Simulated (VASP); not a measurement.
C:

```
C
1.0
     2.50320    0.00000    0.00000
    -1.25160    2.16783    0.00000
     0.00000    0.00000    4.16887
C
4
Direct
  0.33333 0.66667 0.00023
  0.66667 0.33333 0.50023
  0.33333 0.66667 0.37477
  0.66667 0.33333 0.87477
```

Program: VASP 6.6.1. Alike in all runs: potentials or basis VASP PAW PBE potentials, release 64 (C); no spin polarisation; cell as given; cutoff (eV) 520; smearing gaussian 0.01 eV.

Q: Order these runs on this cell by their band gap on the k mesh, lowest first.
A. level PBE0; k mesh 9 × 9 × 4; grid for exact exchange (PRECFOCK) Normal; share of exact exchange 0.25
B. level PBE; k mesh 9 × 9 × 6
C. level HF; k mesh 9 × 9 × 4; grid for exact exchange (PRECFOCK) Normal; share of exact exchange 1
D. level r2SCAN; k mesh 9 × 9 × 6

A: B (3.31 eV), D (3.56 eV), A (5.13 eV), C (11.52 eV).

Caveats: an odd mesh through Γ misses points on the zone boundary, where band edges can lie; the cell stands under tension (at least some runs).
